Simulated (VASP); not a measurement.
Set up this calculation in VASP 6.6.1, as the native input.

```yaml
Task: single point
Functional: PBEsol
Potentials_or_basis: VASP PAW PBE potentials, release 64 (Cu_sv_GW, O)
Cutoff: 820 eV
k_mesh: 7 × 7 × 4
Occupations: gaussian, width 0.4 eV
Spin: no spin polarisation
Dipole_correction: no
Further_INCAR_settings: ALGO = Normal; EDIFF = 1e-06; NBANDS = 33
```

The structure of CuO lies in POSCAR:

```
CuO
1.0
    2.8795009639      0.0000000000      0.0000000000
    0.0390727580      2.8792794796      0.0000000000
    0.0174953863      0.0172449008      5.1763391994
Cu O
2 2
Direct
    0.5000000000      0.0000000000      0.5000000000
    0.0000000000      0.5000000000      0.0000000000
    0.0015760300      0.9983282200      0.2501129000
    0.9984239700      0.0016717800      0.7498871000
```

The input as run:

INCAR

```
SYSTEM = CuO
ALGO = Normal
EDIFF = 1E-6
ENCUT = 820
GGA = PS
GGA_COMPAT = .False.
ISIF = 2
ISMEAR = 0
LASPH = .True.
LCHARG = .False.
LREAL = .False.
LWAVE = .False.
NBANDS = 33
NELM = 120
PREC = Accurate
SIGMA = 0.4
```

KPOINTS

```
k-points
0
Gamma
  7 7 4
  0 0 0
```

Potentials or basis: VASP PAW PBE potentials, release 64 (Cu_sv_GW, O).

The run is started by

```bash
$ cat potpaw_PBE.64/Cu_sv_GW/POTCAR potpaw_PBE.64/O/POTCAR > POTCAR
$ mpirun -np 1 vasp_std > vasp.out
```

Results of the run:

The pressure is -2.4 GPa and the largest force is 0.013 eV/Å. The band gap on the k mesh is zero (bands 25 and 26 overlap by 1.13 eV).

Caveat: so wide a smearing shifts energies and pressures; the PAW data sets were made with another functional, which shifts forces and pressure a little; semilocal functionals often make such compounds metallic where correlation or magnetic order opens a gap, which also shifts bond lengths.

Run time: 2.5 min on 1 thread of Intel(R) Xeon(R) 6975P-C (Granite Rapids) (shared host), peak memory 0.39 GiB.
